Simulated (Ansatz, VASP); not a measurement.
Si: VASP beside Ansatz

```
Si
1.0
     4.18387   -0.12568    0.19058
    -2.20077    3.40607   -0.11273
     0.31541   -0.03333    5.99482
Si
4
Direct
  0.33766 0.67369 0.06845
  0.66253 0.32407 0.55984
  0.32954 0.67403 0.43799
  0.67027 0.32821 0.93372
```

Change from the starting cell: all atoms moved at random (sigma 0.03 Å a component), cell strained at random (sigma 0.05).

Alike in both runs: task single point; functional r2SCAN; k mesh 12 × 12 × 4; occupations gaussian, width 0.05 eV; no spin polarisation.

|  | VASP | Ansatz |
| --- | --- | --- |
| version | VASP 6.6.1 | Ansatz 0.2.0 |
| potentials or method | VASP PAW PBE potentials, release 64 (Si), cutoff 520 eV | scalar-relativistic, plane waves, PAW |
| valence electrons in the cell | 16 | 16 |

```tsv
	VASP	Ansatz	Ansatz less VASP
gap on the k mesh at the Fermi level (eV)	none	none	-
pressure (GPa)	-0.4	-0.2	+0.21
traceless stress, the component that is largest in VASP (GPa)	15.79	15.76	-0.024
rms of the force components (eV/Å)	0.989	0.998	+0.0090
```

VASP's potentials were made for PBE, not for r2SCAN. Atom by atom the forces differ by 0.010 eV/Å (rms over components). A gap of «none» marks a metal or a gap that the smearing closes. The functional is the same, so the differences come from potentials, cutoffs and numerics.
